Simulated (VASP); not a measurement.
# Rb3Mg: single point with PBE

Rb3Mg:

```
CELL_PARAMETERS angstrom
-3.16884 3.16884 6.07556
3.16884 -3.16884 6.07556
3.16884 3.16884 -6.07556
ATOMIC_POSITIONS crystal
Rb 0.50000 0.50000 0.00000
Rb 0.75000 0.25000 0.50000
Rb 0.25000 0.75000 0.50000
Mg 0.00000 0.00000 0.00000
```

- Program: VASP 6.6.1
- Task: single point
- Functional: PBE
- Potentials or basis: VASP PAW PBE potentials, release 64 (Rb_sv, Mg)
- Cutoff: 520 eV
- k mesh: 5 × 5 × 5
- Occupations: fermi-dirac, width 0.1 eV
- Spin: no spin polarisation

| Property | Result |
| --- | --- |
| Pressure | 0.3 GPa |
| Band gap on the k mesh | zero (an odd number of electrons rules out a gap without spin polarisation) |

Stress tensor (GPa, compression positive):
```
0.33 0.00 0.00
0.00 0.33 0.00
0.00 0.00 0.22
```

Levels at points of the mesh, in eV from the Fermi level:
```tsv
k point	band 11	band 12	band 13	band 14	band 15	band 16	band 17	band 18
(0.00, 0.00, 0.00)	-12.72	-12.72	-3.17	0.25	0.48	0.86	0.86	1.79
```

It took 100 s on 1 thread of Intel(R) Xeon(R) Platinum 8488C (Sapphire Rapids), with other jobs on the host, peak memory 0.45 GiB.
